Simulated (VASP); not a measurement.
## HfN: single point with PBEsol

Crystal: HfN.

```xyz
4
Lattice="2.9433 0.0000 0.0000 -1.4716 2.5490 0.0000 0.0000 0.0000 6.0877" Properties=species:S:1:pos:R:3 pbc="T T T"
Hf    1.4716    0.8497    4.5658
Hf    0.0000    1.6993    1.5219
N     0.0000    0.0000    0.0000
N     0.0000    0.0000    3.0438
```

This cell differs from its parent crystal: ratio of the length along z to the lengths across it x 1.2, volume and fractional coordinates fixed.

```yaml
Program: VASP 6.6.1
Task: single point
Functional: PBEsol
Potentials_or_basis: VASP PAW PBE potentials, release 64 (Hf_pv, N)
Cutoff: 520 eV
k_mesh: 18 × 18 × 10
Occupations: gaussian, width 0.15 eV
Spin: no spin polarisation
Dipole_correction: no
Further_INCAR_settings: ALGO = Normal; EDIFF = 1e-07; NBANDS = 23
```

* Pressure: -0.9 GPa
* Band gap on the k mesh: zero (band 15 reaches 8.40 eV, above the bottom of band 16 at 6.35 eV)

Stress tensor (GPa, compression positive):
```
 24.70   0.00   0.00
  0.00  24.70   0.00
  0.00   0.00 -52.18
```

Levels at points of the mesh, in eV from the Fermi level:
| k point | band 12 | band 13 | band 14 | band 15 | band 16 | band 17 | band 18 | band 19 |
| --- | --- | --- | --- | --- | --- | --- | --- | --- |
| (0.00, 0.00, 0.00) | -2.26 | -2.24 | -1.99 | -1.99 | 1.21 | 1.21 | 1.95 | 3.39 |
| (0.50, 0.00, 0.00) | -3.98 | -2.99 | -2.57 | -1.88 | 1.47 | 3.12 | 4.60 | 5.11 |
| (0.00, 0.00, 0.50) | -2.61 | -2.61 | -2.61 | 0.92 | 0.92 | 2.82 | 2.82 | 2.82 |
| (0.50, 0.00, 0.50) | -5.45 | -3.09 | -3.09 | -0.16 | -0.16 | 5.11 | 5.11 | 6.31 |

It took 2.8 min on 1 thread of Intel(R) Xeon(R) Platinum 8488C (Sapphire Rapids) (shared host), peak memory 0.32 GiB.

Caveat: the PAW data sets were made with another functional, which shifts forces and pressure a little; spin-orbit coupling is left out, which moves the levels of the heavy elements.
